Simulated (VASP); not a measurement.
A run of VASP 6.6.1 is set up as follows.

INCAR

```
PREC = Accurate
ENCUT = 520
EDIFF = 1E-7
ISMEAR = 0
SIGMA = 0.02
LREAL = F
LASPH = T
NELM = 60
ALGO = Normal
ISIF = 2
LWAVE = F
LCHARG = F
GGA = PE
NBANDS = 28
```

Contents of KPOINTS:

```
Automatic mesh
0
Gamma
  8 8 8
```

POSCAR

```
SrTiO3
1.0
    3.9754649683      0.0000000000      0.0000000000
    0.0000000000      3.9754649683      0.0000000000
    0.0000000000      0.0000000000      3.9754649683
Sr Ti O
1 1 3
Direct
    0.0000000000      0.0000000000      0.0000000000
    0.5000000000      0.5000000000      0.5000000000
    0.0000000000      0.5000000000      0.5000000000
    0.5000000000      0.0000000000      0.5000000000
    0.5000000000      0.5000000000      0.0000000000
```

Potentials or basis: VASP PAW PBE potentials, release 64 (Sr_sv, Ti_sv, O).

Command:

```console
$ cat potpaw_PBE.64/Sr_sv/POTCAR potpaw_PBE.64/Ti_sv/POTCAR potpaw_PBE.64/O/POTCAR > POTCAR
$ mpirun -np 1 vasp_std > vasp.out
```

(1) Predict the pressure.

(2) What does it give for the band gap on the k mesh?

Answers

(1) -4.2 GPa.

(2) 1.75 eV, indirect (least direct gap 2.14 eV).
